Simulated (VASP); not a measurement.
Input of a VASP 6.6.1 run:

Contents of POSCAR:

```
BeAl15HN16
1.0
    6.2595139128      0.0000000578      0.0000000000
   -3.1297570064      5.4208980350      0.0000000000
    0.0000000000      0.0000000000     10.0348065929
Al Be N H
15 1 16 1
Direct
    0.3326785622      0.1701131864      0.2414943488
    0.3306356335      0.1719387490      0.7478344903
    0.1659364606      0.3368865955      0.9990707048
    0.3302792578      0.6630722985      0.2547084510
    0.1561920903      0.8194604990      0.5056487513
    0.3333905027      0.6670032100      0.7489221051
    0.1667661497      0.8352672883      0.9992473918
    0.8398096992      0.1725373131      0.2546709347
    0.6832133121      0.3465948948      0.5056602369
    0.8354074958      0.1691710492      0.7489721505
    0.6674755358      0.3359963223      0.9992709199
    0.8340243096      0.6686283655      0.2496407561
    0.6672026854      0.8354666635      0.5021646161
    0.8320363107      0.6706817453      0.7535746108
    0.6654027766      0.8372854681      1.0023315495
    0.1390104137      0.3634415953      0.5163672852
    0.3600211513      0.1427104712      0.4305572573
    0.1683875129      0.3346946670      0.1887307846
    0.3315597528      0.1711796673      0.9393774448
    0.1665398869      0.3355470692      0.6835714639
    0.3237997041      0.6534170102      0.4452649503
    0.1681293590      0.8320814400      0.1890681104
    0.3323983500      0.6703960814      0.9392541279
    0.1659006004      0.8342936192      0.6925346278
    0.8490499074      0.1788333261      0.4452501046
    0.6706045104      0.3344261515      0.1890879699
    0.8323183822      0.1702860558      0.9393365457
    0.6682842487      0.3369012616      0.6925336589
    0.8326073979      0.6701417803      0.4397983459
    0.6669861149      0.8357240054      0.1936629882
    0.8311687950      0.6715630264      0.9422386762
    0.6680083446      0.8345607833      0.6912442623
    0.4524924895      0.0503260451      0.3992495584
```

Contents of INCAR.step1:

```
SYSTEM = BeAl15HN16
  ALGO = Normal
  EDIFF = 1E-5
  ENCUT = 520
  GGA = PE
  GGA_COMPAT = .FALSE.
  ISIF = 2
  ISMEAR = -1
  ISYM = -1
  LASPH = .TRUE.
  LCHARG = .FALSE.
  LREAL = Auto
  LWAVE = .TRUE.
  NBANDS = 86
  NELM = 120
  PREC = Accurate
  SIGMA = 0.01
```

INCAR.step2

```
SYSTEM = BeAl15HN16
  ALGO = Normal
  EDIFF = 1E-6
  ENCUT = 520
  GGA = PE
  GGA_COMPAT = .FALSE.
  HFSCREEN = 0.2079
  ISIF = 2
  ISMEAR = -1
  ISTART = 1
  ISYM = -1
  LASPH = .TRUE.
  LCHARG = .FALSE.
  LHFCALC = .TRUE.
  LREAL = Auto
  LWAVE = .FALSE.
  NBANDS = 86
  NELM = 120
  PREC = Accurate
  PRECFOCK = Fast
  SIGMA = 0.01
```

The input KPOINTS:

```
explicit points
1
Reciprocal
  0.25000000   0.25000000   0.25000000 1
```

Potentials or basis: VASP PAW PBE potentials, release 64 (Al, Be, N, H).

Run with:

```console
$ cat potpaw_PBE.64/Al/POTCAR potpaw_PBE.64/Be/POTCAR potpaw_PBE.64/N/POTCAR potpaw_PBE.64/H/POTCAR > POTCAR
$ cp INCAR.step1 INCAR
$ mpirun -np 1 vasp_std > vasp.out
$ cp INCAR.step2 INCAR
$ mpirun -np 1 vasp_std > vasp.out
```

(1) Predict the pressure.

(2) Estimate the band gap on the k mesh.

(3) What does it give for the largest force?

Results:

(1) -6.2 GPa.

(2) 6.91 eV.

(3) 0.379 eV/Å.

Caveat: the PAW data sets were made with another functional, which shifts forces and pressure a little.
